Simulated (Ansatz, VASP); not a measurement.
Hg: VASP beside Ansatz

```
CELL_PARAMETERS angstrom
2.27779 -2.08598 0.00000
2.27779 2.08598 0.00000
-0.35557 0.00000 3.09942
ATOMIC_POSITIONS crystal
Hg 0.50000 0.50000 0.50000
```

Change from the starting cell: volume scaled by 1.06, PAW files.

Alike in both runs: task electric field gradients; functional PBE; k mesh 11 × 11 × 11; occupations fermi-dirac, width 0.05 eV; no spin polarisation.

|  | VASP | Ansatz |
| --- | --- | --- |
| version | VASP 6.6.1 | Ansatz 0.2.0 |
| potentials or method | VASP PAW PBE potentials, release 64 (Hg) | PAW with Ansatz's default frozen-core files, scalar-relativistic |
| plane-wave cutoff (eV) | 520 | 420 |
| valence electrons in the cell | 12 | 20 |

Ansatz gave:

```
pressure (GPa)                                                : 0.1
traceless stress, the component that is largest in VASP (GPa) : -0.20
size of Vzz on the site where it differs most (V/Å²)          : 35.5
```

Task: Estimate VASP's values.

Result: Pressure (GPa): 0.3; traceless stress, the component that is largest in VASP (GPa): -0.22; size of Vzz on the site where it differs most (V/Å²): 41.2.

VASP's potentials hold 12 valence electrons a cell and Ansatz's 20, so a difference there can come from the potentials and not from the codes.

Neither program's run includes spin-orbit coupling.
